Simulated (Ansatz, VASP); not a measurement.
AlN: VASP beside Ansatz

```
CELL_PARAMETERS angstrom
3.16120 0.00000 0.00000
-1.58060 2.73768 0.00000
0.00000 0.00000 5.01696
ATOMIC_POSITIONS crystal
Al 0.33333 0.66667 0.00173
Al 0.66667 0.33333 0.50173
N 0.33333 0.66667 0.38327
N 0.66667 0.33333 0.88327
```

Alike in both runs: task relaxation of the atoms; functional PBE; k mesh 9 × 9 × 6; occupations gaussian, width 0.05 eV; no spin polarisation.

|  | VASP | Ansatz |
| --- | --- | --- |
| version | VASP 6.6.1 | Ansatz 0.2.0 |
| potentials or method | VASP PAW PBE potentials, release 64 (Al, N), cutoff 520 eV | scalar-relativistic, plane waves, PAW |
| valence electrons in the cell | 16 | 16 |

```tsv
	VASP	Ansatz	Ansatz less VASP
gap on the k mesh at the Fermi level, each at its own relaxed structure (eV)	3.83	3.82	-0.007
```

Ansatz's warnings: stress scf threshold loose.
